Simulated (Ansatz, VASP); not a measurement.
One calculation of BP, two programs

```
B P
1.0
     0.00000    2.22923    2.22923
     2.22923    0.00000    2.22923
     2.22923    2.22923    0.00000
B P
1 1
Cartesian
  0.0000 0.0000 0.0000
  3.3438 3.3438 3.3438
```

Alike in both runs: task single point; functional PBEsol; dispersion D3(BJ); k mesh 8 × 8 × 8; occupations gaussian, width 0.05 eV; no spin polarisation.

|  | VASP | Ansatz |
| --- | --- | --- |
| version | VASP 6.6.1 | Ansatz 0.2.0 |
| potentials or method | VASP PAW PBE potentials, release 64 (B, P), cutoff 520 eV | scalar-relativistic, plane waves, PAW |
| valence electrons in the cell | 8 | 8 |

VASP gave:

| Property | Result |
| --- | --- |
| gap on the k mesh at the Fermi level (eV) | 1.10 |
| least direct gap on the mesh (eV) | 3.44 |
| pressure (GPa) | 3.8 |

Task: Which values does Ansatz return?

Result: gap on the k mesh at the Fermi level (eV): 1.10; least direct gap on the mesh (eV): 3.45; pressure (GPa): 3.7.

VASP's potentials were made for PBE, not for PBEsol.
